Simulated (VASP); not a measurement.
# AlAs (F-43m) in VASP: notebook, part 3 of 3

VASP 6.6.1. Earlier steps stand in the parts before.

### 5 Single point, PBE

File INCAR:

```
SYSTEM = AlAs
PREC     = Accurate       ! precision mode
ENCUT    = 500            ! plane-wave cutoff, eV
EDIFF    = 1E-6           ! SCF threshold, eV
ISMEAR   = 1              ! smearing method
SIGMA    = 0.01           ! smearing width, eV
LREAL    = .FALSE.        ! projectors in reciprocal space
LASPH    = .TRUE.         ! aspherical terms in the spheres
NELM     = 120            ! most SCF steps
ALGO     = Normal         ! electronic algorithm
ISIF     = 2              ! what is computed and relaxed
LWAVE    = .FALSE.        ! write WAVECAR
LCHARG   = .FALSE.        ! write CHGCAR
GGA      = PE             ! functional
NBANDS   = 11             ! bands
GGA_COMPAT= .FALSE.
```

File KPOINTS:

```
regular mesh
0
G
  7 7 7
  0 0 0
```

File POSCAR:

```
AlAs
1.0
    0.0000000000      2.8304000000      2.8304000000
    2.8304000000      0.0000000000      2.8304000000
    2.8304000000      2.8304000000      0.0000000000
Al As
1 1
Direct
    0.0000000000      0.0000000000      0.0000000000
    0.2500000000      0.2500000000      0.2500000000
```

Potentials or basis: VASP PAW PBE potentials, release 64 (Al, As).

Command:

```bash
cat potpaw_PBE.64/Al/POTCAR potpaw_PBE.64/As/POTCAR > POTCAR
mpirun -np 1 vasp_std > vasp.out
```

OUTCAR:

```text
SYSTEM = AlAs
   PREC = Accurate
   ENCUT = 500
   EDIFF = 1E-6
   ISMEAR = 1
   LREAL = .FALSE.
   LASPH = .TRUE.
   NELM = 120
   ISIF = 2
   GGA = PE

 ion  position               nearest neighbor table
   1  0.000  0.000  0.000-   2 2.45   2 2.45   2 2.45   2 2.45
   2  0.250  0.250  0.250-   1 2.45   1 2.45   1 2.45   1 2.45

  LATTYP: Found a face centered cubic cell.
 ALAT       =     5.6608000000

  Lattice vectors:

 A1 = (   0.0000000000,   2.8304000000,   2.8304000000)
 A2 = (   2.8304000000,   0.0000000000,   2.8304000000)
 A3 = (   2.8304000000,   2.8304000000,   0.0000000000)

Analysis of symmetry for initial positions (statically):
=====================================================================
 Subroutine PRICEL returns:
 Original cell was already a primitive cell.

 Routine SETGRP: Setting up the symmetry group for a
 face centered cubic supercell.

 Subroutine GETGRP returns: Found 24 space group operations
 (whereof 24 operations were pure point group operations)
 out of a pool of 48 trial point group operations.

The static configuration has the point symmetry T_d .

Analysis of symmetry for dynamics (positions and initial velocities):
=====================================================================
 Subroutine PRICEL returns:
 Original cell was already a primitive cell.

 Routine SETGRP: Setting up the symmetry group for a
 face centered cubic supercell.

 Subroutine GETGRP returns: Found 24 space group operations
 (whereof 24 operations were pure point group operations)
 out of a pool of 48 trial point group operations.

The dynamic configuration has the point symmetry T_d .

 Subroutine INISYM returns: Found 24 space group operations
 (whereof 24 operations are pure point group operations),
 and found     1 'primitive' translations

----------------------------------------------------------------------------------------

                                     Primitive cell

  volume of cell :      45.3496

  direct lattice vectors                    reciprocal lattice vectors
     0.000000000  2.830400000  2.830400000    -0.176653477  0.176653477  0.176653477
     2.830400000  0.000000000  2.830400000     0.176653477 -0.176653477  0.176653477
     2.830400000  2.830400000  0.000000000     0.176653477  0.176653477 -0.176653477

  length of vectors
     4.002790067  4.002790067  4.002790067     0.305972797  0.305972797  0.305972797

  position of ions in fractional coordinates (direct lattice)
     0.000000000  0.000000000  0.000000000
     0.250000000  0.250000000  0.250000000

  ion indices of the primitive-cell ions
   primitive index   ion index
                 1           1
                 2           2

----------------------------------------------------------------------------------------

 KPOINTS: regular mesh

Automatic generation of k-mesh.
 Grid dimensions read from file:
 generate k-points for:    7    7    7

 Generating k-lattice:

  Cartesian coordinates                     Fractional coordinates (reciprocal lattice)
    -0.025236211  0.025236211  0.025236211     0.142857143  0.000000000  0.000000000
     0.025236211 -0.025236211  0.025236211     0.000000000  0.142857143  0.000000000
     0.025236211  0.025236211 -0.025236211     0.000000000  0.000000000  0.142857143

  Length of vectors
     0.043710400  0.043710400  0.043710400

  Shift w.r.t. Gamma in fractional coordinates (k-lattice)
     0.000000000  0.000000000  0.000000000

 Subroutine IBZKPT returns following result:
 ===========================================

 Found     20 irreducible k-points:

 Following reciprocal coordinates:
            Coordinates               Weight
  0.000000  0.000000  0.000000      1.000000
  0.142857  0.000000  0.000000      8.000000
  0.285714  0.000000  0.000000      8.000000
  0.428571  0.000000  0.000000      8.000000
  0.142857  0.142857  0.000000      6.000000
  0.285714  0.142857  0.000000     24.000000
[... 12 lines left out ...]
 -0.428571  0.428571  0.142857     24.000000
 -0.285714  0.428571  0.142857     24.000000
   k-points           NKPTS =     20   k-points in BZ     NKDIM =     20   number of bands    NBANDS=     11
   number of dos      NEDOS =    301   number of ions     NIONS =      2
   total plane-waves  NPLWV =  27000
   dimension x,y,z NGX =    30 NGY =   30 NGZ =   30
   dimension x,y,z NGXF=    60 NGYF=   60 NGZF=   60
   ions per type =               1   1
   NGX,Y,Z   is equivalent  to a cutoff of  12.46, 12.46, 12.46 a.u.
   NGXF,Y,Z  is equivalent  to a cutoff of  24.92, 24.92, 24.92 a.u.
 SYSTEM =  AlAs
   PREC   = accura    normal or accurate (medium, high low for compatibility)
   ISTART =      0    job   : 0-new  1-cont  2-samecut
   ICHARG =      2    charge: 1-file 2-atom 10-const
   ISPIN  =      1    spin polarized calculation?
   LNONCOLLINEAR =      F non collinear calculations
   LSORBIT =      F    spin-orbit coupling
   LASPH  =      T    aspherical Exc in radial PAW
   ENCUT  =  500.0 eV  36.75 Ry    6.06 a.u.   7.30  7.30  7.30*2*pi/ulx,y,z
   NELM   =    120;   NELMIN=  2; NELMDL= -5     # of ELM steps
   EDIFF  = 0.1E-05   stopping-criterion for ELM
   LREAL  =      F    real-space projection
   EDIFFG = 0.1E-04   stopping-criterion for IOM
   NSW    =      0    number of steps for IOM
   IBRION =     -1    ionic relax: 0-MD 1-quasi-New 2-CG
   NFREE  =      0    steps in history (QN), initial steepest desc. (CG)
   ISIF   =      2    stress and relaxation
   ISYM   =      2    0-nonsym 1-usesym 2-fastsym
   POTIM  = 0.5000    time-step for ionic-motion
   TEBEG  =    0.0;   TEEND  =   0.0 temperature during run
   PSTRESS=    0.0 pullay stress
   NELECT =       8.0000    total number of electrons
   NUPDOWN=      -1.0000    fix difference up-down
   EMIN   =  10.00;   EMAX   =-10.00  energy-range for DOS
   EFERMI =   0.00;   METHOD = LEGACY
   ISMEAR =     1;   SIGMA  =   0.01  broadening in eV -4-tet -1-fermi 0-gaus
   EFERMI_NEDOS =   21; number of points for ismear=-14 and -15
   IALGO  =     38    algorithm
   IMIX   =      4    mixing-type and parameters
     AMIX     =   0.40;   BMIX     =  1.00
     AMIX_MAG =   1.60;   BMIX_MAG =  1.00
  volume/ion in A,a.u.               =      22.67       153.02
  Fermi-wavevector in a.u.,A,eV,Ry     =   0.918150  1.735052 11.469706  0.843000
  Thomas-Fermi vector in A             =   2.043199
   LORBIT       =      0    0 simple, 1 ext, 2 COOP (PROOUT), +10 PAW based schemes
   GGA     = PE    functional components
   LHFCALC =     F    Hartree Fock is set to
   AEXX    =    0.0000 exact exchange contribution
   IVDW    =     0    specifies the selected vdW correction
   LEPSILON=     F    determine dielectric tensor
   LRPA    =     F    only Hartree local field effects (RPA)
 non-spin polarized calculation
 Methfessel and Paxton  Order N= 1 SIGMA  =   0.01
  energy-cutoff  :      500.00
  volume of cell :       45.35
 maximum number of plane-waves:      1173
 NGX is ok and might be reduce to    30
   NGX = 15   NGY = 15   NGZ = 15

 number of electron       8.0000000 magnetization

 Free energy of the ion-electron system (eV)
  ---------------------------------------------------
  ext. energy  EPLUGINS =         0.00000000
  ---------------------------------------------------
  free energy    TOTEN  =        -9.37066233 eV

  energy without entropy =       -9.37066740  energy(sigma->0) =       -9.37066402

 E-fermi :   3.8994     XC(G=0):  -9.0409

 val. band max:        3.8910082031   @ k =   0.0000   0.0000   0.0000
 cond. band min:       5.4346534262   @ k =   0.4286   0.4286   0.0000
 fundamental gap:      1.5436452231
 Fermi energy:         3.8994269060

 k-point     1 :       0.0000    0.0000    0.0000
  band No.  band energies     occupation
      1      -7.9738      2.00000
      2       3.8910      2.00000
      3       3.8910      2.00000
      4       3.8910      1.99999
      5       5.9518      0.00000
      6       8.1770      0.00000
      7       8.1770      0.00000
      8       8.1770      0.00000
      9      12.7611      0.00000
     10      12.9014      0.00000
     11      12.9014      0.00000
[... 253 lines left out ...]
 k-point    20 :      -0.2857    0.4286    0.1429
  band No.  band energies     occupation
      1      -6.0233      2.00000
      2      -1.2012      2.00000
      3       0.5075      2.00000
      4       1.5754      2.00000
      5       7.4023      0.00000
      6       9.4345      0.00000
      7      10.2180      0.00000
      8      10.7068      0.00000
      9      13.5381      0.00000
     10      14.8796      0.00000
     11      17.5726      0.00000

------------------------ aborting loop because EDIFF is reached ----------------------------------------

  FORCE on cell =-STRESS in cart. coord.  units (eV):
  Direction    XX          YY          ZZ          XY          YZ          ZX
  --------------------------------------------------------------------------------------
  -------------------------------------------------------------------------------------
  Total        0.7851574      0.7851574      0.7851574      0.0000000      0.0000000      0.0000000
  in kB       27.7391976     27.7391976     27.7391976      0.0000000      0.0000000      0.0000000
  external PRESSURE =      27.7391976 kB  Pullay stress =       0.0000000 kB

 VOLUME and BASIS-vectors are now :
 -----------------------------------------------------------------------------
  energy-cutoff  :      500.00
  volume of cell :       45.35
      direct lattice vectors                 reciprocal lattice vectors
     0.000000000  2.830400000  2.830400000    -0.176653477  0.176653477  0.176653477
     2.830400000  0.000000000  2.830400000     0.176653477 -0.176653477  0.176653477
     2.830400000  2.830400000  0.000000000     0.176653477  0.176653477 -0.176653477

 POSITION                                       TOTAL-FORCE (eV/Angst)
 -----------------------------------------------------------------------------------
      0.00000      0.00000      0.00000         0.000000      0.000000      0.000000
      1.41520      1.41520      1.41520        -0.000000     -0.000000     -0.000000
 -----------------------------------------------------------------------------------
    total drift:                               -0.000000     -0.000000     -0.000000

  FREE ENERGIE OF THE ION-ELECTRON SYSTEM (eV)
  ---------------------------------------------------
  free  energy   TOTEN  =        -9.3706623289 eV

  energy  without entropy=       -9.3706673999  energy(sigma->0) =       -9.37066402
```

Wall time 23 s (1 thread of AMD EPYC 7R13, shared host); peak memory 0.14 GiB.

Results:

```
Free energy            : -9.3707 eV
Pressure               : 2.8 GPa
Band gap on the k mesh : 1.54 eV, indirect (least direct gap 2.06 eV)
```

### 6 Overview

```csv
k mesh,gap on the mesh (eV),pressure (GPa)
2 × 2 × 2,1.26,8.0
4 × 4 × 4,1.41,3.1
5 × 5 × 5,1.64,2.8
7 × 7 × 7,1.54,2.8
```

Alike in all rows: task single point; level PBE; potentials or basis VASP PAW PBE potentials, release 64 (Al, As); no spin polarisation; cell as given; cutoff (eV) 500; smearing methfessel-paxton 0.01 eV.

Caveats: some runs use coarse meshes.

Total energies depend on the potentials used, so only differences within one code and one set of settings carry meaning.
